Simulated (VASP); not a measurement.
Write the native input for VASP 6.6.1 that does the following.

* Task: single point
* Functional: LDA
* Potentials or basis: VASP PAW LDA potentials, release 64 (Ir)
* Cutoff: 500 eV
* k mesh: 18 × 18 × 10
* Occupations: gaussian, width 0.15 eV
* Spin: no spin polarisation
* Dipole correction: no
* Further INCAR settings: ALGO = Normal; EDIFF = 1e-06; NBANDS = 16

The structure of Ir lies in POSCAR:

```
Ir
1.0
    2.5790000000      0.0000000000      0.0000000000
   -1.2895000000      2.2334795163      0.0000000000
    0.0000000000      0.0000000000      4.4593000000
Ir
2
Direct
    0.6666666667      0.3333333333      0.7500000000
    0.3333333333      0.6666666667      0.2500000000
```

These files were run (other wordings do the same):

INCAR

```
SYSTEM = Ir
PREC = Accurate
ENCUT = 500
EDIFF = 1E-6
ISMEAR = 0
SIGMA = 0.15
LREAL = .False.
LASPH = .True.
NELM = 120
ALGO = Normal
ISIF = 2
LWAVE = .False.
LCHARG = .False.
NBANDS = 16
GGA_COMPAT = .False.
```

KPOINTS

```
Automatic mesh
0
Gamma
  18 18 10
  0 0 0
```

Potentials or basis: VASP PAW LDA potentials, release 64 (Ir).

Launch:

```bash
$ cat potpaw_LDA.64/Ir/POTCAR > POTCAR
$ mpirun -np 1 vasp_std > vasp.out
```

It gave:

| Property | Result |
| --- | --- |
| Pressure | 44.4 GPa |
| Band gap on the k mesh | zero (band 9 reaches 13.82 eV, above the bottom of band 10 at 9.43 eV) |

Caveat: spin-orbit coupling is left out, which moves the levels of the heavy elements.

Wall time 30 s on 1 thread of Intel(R) Xeon(R) 6975P-C (Granite Rapids) (shared host), peak memory 0.18 GiB.
